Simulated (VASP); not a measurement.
Set up this calculation in VASP 6.6.1, as the native input.

| Quantity | Value |
| --- | --- |
| Task | single point |
| Functional | PBE |
| Potentials or basis | VASP PAW PBE potentials, release 64 (Te, Sn_d) |
| Cutoff | 520 eV |
| k mesh | 8 × 8 × 8 |
| Occupations | gaussian, width 0.05 eV |
| Spin | no spin polarisation |
| Dipole correction | no |
| Further INCAR settings | ALGO = Normal; EDIFF = 1e-06; NBANDS = 24 |

The structure of SnTe3 lies in POSCAR:

```
SnTe3
1.0
    0.0000000000      3.8612190000      3.8612190000
    3.8612190000      0.0000000000      3.8612190000
    3.8612190000      3.8612190000      0.0000000000
Te Sn
3 1
Direct
    0.5000000000      0.5000000000      0.5000000000
    0.7500000000      0.7500000000      0.7500000000
    0.2500000000      0.2500000000      0.2500000000
    0.0000000000      0.0000000000      0.0000000000
```

The input as run:

INCAR

```
  PREC = Accurate
  ENCUT = 520
  EDIFF = 1E-6
  ISMEAR = 0
  SIGMA = 0.05
  LREAL = False
  LASPH = True
  NELM = 60
  ALGO = Normal
  ISIF = 2
  LWAVE = False
  LCHARG = False
  GGA = PE
  NBANDS = 24
```

KPOINTS

```
regular mesh
0
Gamma
  8 8 8
```

Potentials or basis: VASP PAW PBE potentials, release 64 (Te, Sn_d).

Launch:

```console
$ cat potpaw_PBE.64/Te/POTCAR potpaw_PBE.64/Sn_d/POTCAR > POTCAR
$ mpirun -np 1 vasp_std > vasp.out
```

It gave:

The pressure is 0.0 GPa and the band gap on the k mesh is zero (band 16 reaches 8.11 eV, above the bottom of band 17 at 5.88 eV).

Caveat: spin-orbit coupling is left out, which moves the levels of the heavy elements.

It took 39 s on 1 thread of Intel(R) Xeon(R) 6975P-C (Granite Rapids), with other jobs on the host, peak memory 0.28 GiB.
